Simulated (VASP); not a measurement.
The system is SiC3.

```
Si C
1.0
     3.18530    0.00000    0.00000
     0.00000    3.18530    0.00000
     0.00000    0.00000    3.18530
Si C
1 3
Direct
  0.00000 0.00000 0.00000
  0.50000 0.00000 0.50000
  0.00000 0.50000 0.50000
  0.50000 0.50000 0.00000
```

| Property | Result |
| --- | --- |
| Program | VASP 6.6.1 |
| Task | relaxation of cell and atoms |
| Functional | PBE |
| Potentials or basis | VASP PAW PBE potentials, release 64 (Si, C) |
| Cutoff | 600 eV |
| k mesh | 6 × 6 × 6 |
| Occupations | gaussian, width 0.1 eV |
| Spin | no spin polarisation |

At the start: pressure 4.6 GPa; volume 8.08 Å³/atom.

**Question.** Where does the relaxation end?

**Answer.** Over 3 steps the energy falls by 3.1 meV/atom and the volume is 8.30 Å³/atom (+2.7 %); space group Pm-3m (No. 221, to 0.05 Å).

Step by step:
```tsv
step	energy change (eV)	largest force (eV/Å)	pressure (GPa)	volume (Å³)
1	0.0000	0.0000	4.57	32.32
2	-0.0115	0.0000	-1.04	33.41
3	-0.0122	0.0000	0.00	33.19
```

Final structure:
```
Si C
1.0
     3.21374    0.00000    0.00000
     0.00000    3.21374    0.00000
     0.00000    0.00000    3.21374
Si C
1 3
Direct
  0.00000 0.00000 0.00000
  0.50000 0.00000 0.50000
  0.00000 0.50000 0.50000
  0.50000 0.50000 0.00000
```
